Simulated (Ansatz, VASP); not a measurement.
As in VASP and in Ansatz

```
As
1.0
     0.00000    2.83479    2.83479
     2.83479    0.00000    2.83479
     2.83479    2.83479    0.00000
As
2
Direct
  0.87500 0.87500 0.87500
  0.12500 0.12500 0.12500
```

Change from the starting cell: volume scaled by 0.8, LAPW.

Alike in both runs: task single point; functional PBE; k mesh 13 × 13 × 13; occupations fermi-dirac, width 0.08 eV; no spin polarisation.

|  | VASP | Ansatz |
| --- | --- | --- |
| version | VASP 6.6.1 | Ansatz 0.2.0 |
| potentials or method | VASP PAW PBE potentials, release 64 (As), cutoff 520 eV | all-electron LAPW, scalar-relativistic |

Ansatz gave:

```
pressure (GPa) : 15.8
```

Problem. What did VASP give for the same quantities?

Solution. Pressure (GPa): 16.2.

Ansatz ran all-electron here, and VASP with PAW potentials.
